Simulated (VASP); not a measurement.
Set up this calculation in VASP 6.6.1, as the native input.

- Task: single point
- Functional: PBE
- Potentials or basis: VASP PAW PBE potentials, release 64 (Bi_d, Te)
- Cutoff: 520 eV
- k mesh: 12 × 12 × 12
- Occupations: gaussian, width 0.15 eV
- Spin: no spin polarisation
- Dipole correction: no
- Further INCAR settings: ALGO = Normal; EDIFF = 1e-06; NBANDS = 18

The structure of BiTe lies in POSCAR:

```
BiTe
1.0
    0.0000000000      3.2511939987      3.0236104188
    3.2511939987      0.0000000000      3.0236104188
    3.2511939987      3.2511939987      0.0000000000
Bi Te
1 1
Direct
    0.0305179670      0.0305179670     -0.0305179670
    0.4500183625      0.4500183625      0.5499816375
```

This cell differs from its parent crystal: atoms displaced along a vibrational mode, the cell strained.

The input as run:

INCAR

```
PREC     = Accurate       # precision mode
ENCUT    = 520            # plane-wave cutoff, eV
EDIFF    = 1E-6           # SCF threshold, eV
ISMEAR   = 0              # smearing method
SIGMA    = 0.15           # smearing width, eV
LREAL    = F              # projectors in reciprocal space
LASPH    = T              # aspherical terms in the spheres
NELM     = 80             # most SCF steps
ALGO     = Normal         # electronic algorithm
ISIF     = 2              # what is computed and relaxed
LWAVE    = F              # write WAVECAR
LCHARG   = T              # write CHGCAR
GGA      = PE             # functional
LELF     = T              # ELF
LVHAR    = T            
NBANDS   = 18             # bands
```

KPOINTS

```
regular mesh
0
Gamma
  12 12 12
```

Potentials or basis: VASP PAW PBE potentials, release 64 (Bi_d, Te).

Command:

```console
$ cat potpaw_PBE.64/Bi_d/POTCAR potpaw_PBE.64/Te/POTCAR > POTCAR
$ mpirun -np 1 vasp_std > vasp.out
```

Results of the run:

```yaml
Pressure: 12.5 GPa
Largest_force: 4.513 eV/Å
Band_gap_on_the_k_mesh: zero (an odd number of electrons rules out a gap without spin polarisation)
```

Caveat: the cell differs from its parent crystal (atoms displaced along a vibrational mode, the cell strained); the stress differs along the axes, from 4 to 29 GPa; spin-orbit coupling is left out, which moves the levels of the heavy elements; forces of over 1 eV/Å act on the atoms, so gaps and moduli don't describe the material at rest.

Run time: 4.3 min on 1 thread of Intel Xeon 8259CL, with other jobs on the host, peak memory 0.34 GiB.
